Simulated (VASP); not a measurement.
A run of VASP 6.6.1:

The input INCAR:

```
SYSTEM = Ag
  PREC = Accurate
  ENCUT = 520
  EDIFF = 1E-6
  ISMEAR = -1
  SIGMA = 0.05
  LREAL = .FALSE.
  LASPH = .TRUE.
  NELM = 60
  ALGO = Fast
  ISIF = 2
  LWAVE = .FALSE.
  LCHARG = .TRUE.
  GGA = PE
  LELF = .TRUE.
  LVHAR = .TRUE.
  NBANDS = 18
```

Contents of KPOINTS:

```
Automatic mesh
0
G
  10 10 6
  0 0 0
```

Contents of POSCAR:

```
Ag
1.0
    2.9300000000      0.0000000000      0.0000000000
   -1.4650000000      2.5374544331      0.0000000000
    0.0000000000      0.0000000000      4.7900000000
Ag
2
Direct
    0.6666666667      0.3333333333      0.7500000000
    0.3333333333      0.6666666667      0.2500000000
```

Potentials or basis: VASP PAW PBE potentials, release 64 (Ag).

Launch:

```console
$ cat potpaw_PBE.64/Ag/POTCAR > POTCAR
$ mpirun -np 1 vasp_std > vasp.out
```

Hardware: 1 thread of Intel(R) Xeon(R) 6975P-C (Granite Rapids) (shared host).

Question: How long does it take, and how much memory?

Answer: It took 10 s on 1 thread of Intel(R) Xeon(R) 6975P-C (Granite Rapids), on a shared host, peak memory 0.16 GiB. Counts: scf iterations 12, k points 56.
